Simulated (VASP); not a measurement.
Write the native input for VASP 6.6.1 that does the following.

* Task: single point
* Functional: PBEsol
* Dispersion: D3(BJ)
* Potentials or basis: VASP PAW PBE potentials, release 64 (Ni)
* Cutoff: 520 eV
* k mesh: 14 × 14 × 7
* Occupations: fermi-dirac, width 0.1 eV
* Spin: collinear spin, ferromagnetic start
* Starting moments: [2.0, 2.0] μB
* Dipole correction: no
* Further INCAR settings: ALGO = Normal; EDIFF = 1e-07; NBANDS = 21

The structure of Ni lies in POSCAR:

```
Ni
1.0
    2.4257898063     -0.0000002861      0.0000000000
   -1.2128946554      2.1007957395      0.0000000000
    0.0000000000      0.0000000000      3.9748242234
Ni
2
Direct
    0.3333333333      0.6666666667      0.2500000000
    0.6666666667      0.3333333333      0.7500000000
```

This isn't the form of Ni at room conditions, which is fcc.

One way to write it, as run:

INCAR

```
SYSTEM = Ni
PREC     = Accurate       ! precision mode
ENCUT    = 520            ! plane-wave cutoff, eV
EDIFF    = 1E-7           ! SCF threshold, eV
ISMEAR   = -1             ! smearing method
SIGMA    = 0.1            ! smearing width, eV
LREAL    = .FALSE.        ! projectors in reciprocal space
LASPH    = .TRUE.         ! aspherical terms in the spheres
NELM     = 150            ! most SCF steps
ALGO     = Normal         ! electronic algorithm
ISIF     = 2              ! what is computed and relaxed
LWAVE    = .FALSE.        ! write WAVECAR
LCHARG   = .FALSE.        ! write CHGCAR
ISPIN    = 2              ! spin polarisation
MAGMOM   = 2 2            ! initial moments
LORBIT   = 11             ! projections on sites
LMAXMIX  = 4              ! l up to which the mixer works
GGA      = PS             ! functional
IVDW     = 12             ! dispersion correction
NBANDS   = 21             ! bands
```

KPOINTS

```
Automatic mesh
0
G
  14 14 7
  0 0 0
```

Potentials or basis: VASP PAW PBE potentials, release 64 (Ni).

Launch:

```console
$ cat potpaw_PBE.64/Ni/POTCAR > POTCAR
$ mpirun -np 1 vasp_std > vasp.out
```

Results of the run:

* Pressure: -0.2 GPa
* Net moment: 1.18 μB per cell
* Site moments: Ni +0.59 μB
* Valence electrons inside the program's atomic spheres: Ni 9.45
* Dispersion energy per atom: -0.448 eV

Caveat: the PAW data sets were made with another functional, which shifts forces and pressure a little.

Wall time 75 s on 1 thread of Intel Xeon 8259CL, on a shared host, peak memory 0.19 GiB.
